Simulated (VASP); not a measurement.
**SiNi: single point with PBEsol+U**

Crystal: SiNi.

```
CELL_PARAMETERS angstrom
4.50369 0.00000 0.00000
0.00000 4.50369 0.00000
0.00000 0.00000 4.50369
ATOMIC_POSITIONS crystal
Ni 0.14950 0.14950 0.14950
Ni 0.64950 0.35050 0.85050
Ni 0.85050 0.64950 0.35050
Ni 0.35050 0.85050 0.64950
Si 0.84683 0.84683 0.84683
Si 0.34683 0.65317 0.15317
Si 0.15317 0.34683 0.65317
Si 0.65317 0.15317 0.34683
```

```yaml
Program: VASP 6.6.1
Task: single point
Functional: PBEsol
Potentials_or_basis: VASP PAW PBE potentials, release 64 (Ni, Si)
Cutoff: 520 eV
k_mesh: 6 × 6 × 6
Occupations: fermi-dirac, width 0.05 eV
Spin: collinear spin, ferromagnetic start
Starting_moments: "[1.0, 1.0, 1.0, 1.0, 0.0, 0.0, 0.0, 0.0] μB"
Hubbard_terms: Ni d U = 8.0 eV
```

```
Pressure                                              : -19.2 GPa
Largest force                                         : 0.246 eV/Å
Band gap on the k mesh                                : zero (filled and empty bands overlap)
Net moment                                            : 0.00 μB per cell
Valence electrons inside the program's atomic spheres : Ni 9.92; Si 1.54
```

Forces on the atoms (eV/Å):
```
Ni  -0.142 -0.142 -0.142
Ni  -0.142  0.142  0.142
Ni   0.142 -0.142  0.142
Ni   0.142  0.142 -0.142
Si  -0.037 -0.037 -0.037
Si  -0.037  0.037  0.037
Si   0.037 -0.037  0.037
Si   0.037  0.037 -0.037
```

Levels at points of the mesh, in eV from the Fermi level:
Spin up:
```csv
k point,band 25,band 26,band 27,band 28,band 29,band 30,band 31,band 32
"(0.00, 0.00, 0.00)",-1.91,-1.91,-1.91,1.17,1.17,1.17,1.66,1.66
"(0.50, 0.00, 0.00)",-2.12,-2.12,-0.72,-0.72,-0.25,-0.25,3.13,3.13
"(0.50, 0.50, 0.00)",-1.40,-1.40,-1.22,-1.22,0.41,0.41,1.14,1.14
"(0.50, 0.50, 0.50)",-2.36,-2.36,-2.36,-2.36,4.71,4.71,4.71,4.71
```
Spin down:
```
           k point  band 25  band 26  band 27  band 28  band 29  band 30  band 31  band 32
(0.00, 0.00, 0.00)    -1.91    -1.91    -1.91     1.17     1.17     1.17     1.66     1.66
(0.50, 0.00, 0.00)    -2.12    -2.12    -0.72    -0.72    -0.25    -0.25     3.13     3.13
(0.50, 0.50, 0.00)    -1.40    -1.40    -1.22    -1.22     0.41     0.41     1.14     1.14
(0.50, 0.50, 0.50)    -2.36    -2.36    -2.36    -2.36     4.71     4.71     4.71     4.71
```

Eigenvalues of the final occupation matrices:
| site | spin | trace | eigenvalues |
| --- | --- | --- | --- |
| site 1 d | 1 | 4.50 | 0.89 0.89 0.89 0.92 0.92 |
| site 1 d | 2 | 4.50 | 0.89 0.89 0.89 0.92 0.92 |
| site 2 d | 1 | 4.50 | 0.89 0.89 0.89 0.92 0.92 |
| site 2 d | 2 | 4.50 | 0.89 0.89 0.89 0.92 0.92 |
| site 3 d | 1 | 4.50 | 0.89 0.89 0.89 0.92 0.92 |
| site 3 d | 2 | 4.50 | 0.89 0.89 0.89 0.92 0.92 |
| site 4 d | 1 | 4.50 | 0.89 0.89 0.89 0.92 0.92 |
| site 4 d | 2 | 4.50 | 0.89 0.89 0.89 0.92 0.92 |

It took 4 min on 1 thread of AMD EPYC 7R13 Processor (Zen 3), with other jobs on the host, peak memory 0.28 GiB.

Caveat: the PAW data sets were made with another functional, which shifts forces and pressure a little; the U is typed as a test and isn't derived for this compound. The state reached can hang on the start; a lower one may exist.
